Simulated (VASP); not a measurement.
Here is a VASP 6.6.1 calculation.

INCAR

```
SYSTEM = Se
  ALGO = Normal
  EDIFF = 1E-7
  ENCUT = 520
  GGA = PE
  ISIF = 2
  ISMEAR = -1
  LASPH = .TRUE.
  LCHARG = .TRUE.
  LELF = .TRUE.
  LREAL = .FALSE.
  LVHAR = .TRUE.
  LWAVE = .FALSE.
  NBANDS = 13
  NELM = 100
  PREC = Accurate
  SIGMA = 0.05
```

Contents of KPOINTS:

```
k-points
0
G
  13 13 13
  0 0 0
```

File POSCAR:

```
Se
1.0
    0.0000000000      2.6230323185      2.6230323185
    2.6230323185      0.0000000000      2.6230323185
    2.6230323185      2.6230323185      0.0000000000
Se
2
Direct
   -0.1250000000     -0.1250000000     -0.1250000000
    0.1250000000      0.1250000000      0.1250000000
```

Potentials or basis: VASP PAW PBE potentials, release 64 (Se).

Launch:

```console
$ cat potpaw_PBE.64/Se/POTCAR > POTCAR
$ mpirun -np 1 vasp_std > vasp.out
```

Question: Estimate the pressure.

Answer: 66.7 GPa.

Question: Predict the band gap on the k mesh.

Answer: Zero (bands 6 and 7 overlap by 3.29 eV).

Caveat: the cell stands under pressure.
